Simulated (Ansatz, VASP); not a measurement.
# One calculation of Zn2Si3N, two programs

INCAR

```
ALGO = Normal ; EDIFF = 1E-6
ENCUT = 520 ; GGA = PE
ISIF = 2 ; ISMEAR = 0
ISPIN = 2 ; LASPH = T
LCHARG = F ; LORBIT = 11
LREAL = F ; LWAVE = F
MAGMOM = 0 0 0 0 0 1 ; NBANDS = 34
NELM = 150 ; PREC = Accurate
SIGMA = 0.1
```

The input KPOINTS:

```
k-points
0
Gamma
  6 6 6
```

Contents of POSCAR:

```
Zn2Si3N
1.0
    2.5263178600      1.4585702900      3.9865856300
   -2.5263178600      1.4585702900      3.9865856300
    0.0000000000     -2.9171405900      3.9865856300
Zn Si N
2 3 1
Direct
    0.6263859900      0.6263859900      0.6263859900
    0.3736140100      0.3736140100      0.3736140100
    0.0000000000      0.5000000000      0.0000000000
    0.5000000000      0.0000000000      0.0000000000
    0.0000000000      0.0000000000      0.5000000000
    0.0000000000      0.0000000000      0.0000000000
```

Input for Ansatz:

```yaml
crystal:
  lattice:
    - [2.52631786, 1.45857029, 3.98658563]
    - [-2.52631786, 1.45857029, 3.98658563]
    - [0.0, -2.91714059, 3.98658563]
  atoms:
    - { symbol: Zn, position: [0.62638599, 0.62638599, 0.62638599] }
    - { symbol: Zn, position: [0.37361401, 0.37361401, 0.37361401] }
    - { symbol: Si, position: [0.0, 0.5, 0.0] }
    - { symbol: Si, position: [0.5, 0.0, 0.0] }
    - { symbol: Si, position: [0.0, 0.0, 0.5] }
    - { symbol: "N", position: [0.0, 0.0, 0.0], spin: 1.0 }
basis:
  ecutwfc: 420
kpoints:
  mp_grid: { grid: [6, 6, 6] }
hamiltonian:
  xc: pbe
scf:
  occupations: { method: gaussian, width: 0.1 }
  lower_state_search: "off"
output:
  forces: true
  stress: true
  eigenvalues: true
  populations: true
magnetization:
  spin_polarized: true
```

Change from the starting cell: species swapped into the Tb2Al3Co type (R-3m, No. 166).

Alike in both runs: task single point; functional PBE; k mesh 6 × 6 × 6; occupations gaussian, width 0.1 eV; collinear spin.

|  | VASP | Ansatz |
| --- | --- | --- |
| version | VASP 6.6.1 | Ansatz 0.2.0 |
| potentials or method | VASP PAW PBE potentials, release 64 (Zn, Si, N), cutoff 520 eV | scalar-relativistic, plane waves, PAW |
| valence electrons in the cell | 41 | 41 |

Ansatz gave:

| Property | Result |
| --- | --- |
| gap on the k mesh at the Fermi level (eV) | none |
| pressure (GPa) | -4.5 |
| traceless stress, the component that is largest in VASP (GPa) | -6.46 |
| rms of the force components (eV/Å) | 0.021 |
| net moment per atom (μB) | 0.00 |

**Question.** Which values does VASP return?

**Answer.** gap on the k mesh at the Fermi level (eV): none; pressure (GPa): -4.4; traceless stress, the component that is largest in VASP (GPa): -6.42; rms of the force components (eV/Å): 0.021; net moment per atom (μB): 0.00.

Atom by atom the forces differ by 0.000 eV/Å (rms over components). A gap of «none» marks a metal or a gap that the smearing closes. Ansatz's warnings: seeded moment not kept.
